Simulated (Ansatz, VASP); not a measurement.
Two plane-wave programs on Mo

```
Mo
1.0
     2.59195    0.00000    0.00000
     0.00000    2.59195    0.00000
     0.00000    0.00000    2.59195
Mo
1
Direct
  0.00000 0.00000 0.00000
```

Alike in both runs: task single point; functional r2SCAN; k mesh 14 × 14 × 14; occupations fermi-dirac, width 0.1 eV; no spin polarisation.

```csv
,VASP,Ansatz
version,VASP 6.6.1,Ansatz 0.2.0
potentials or method,"VASP PAW PBE potentials, release 64 (Mo_sv), cutoff 550 eV","plane waves (500 eV) with PAW, scalar-relativistic"
valence electrons in the cell,14,14
```

VASP gave:

```
pressure (GPa) : -0.2
```

What did Ansatz give for the same quantities?

Pressure (GPa): -1.2.

VASP's potentials were made for PBE, not for r2SCAN.
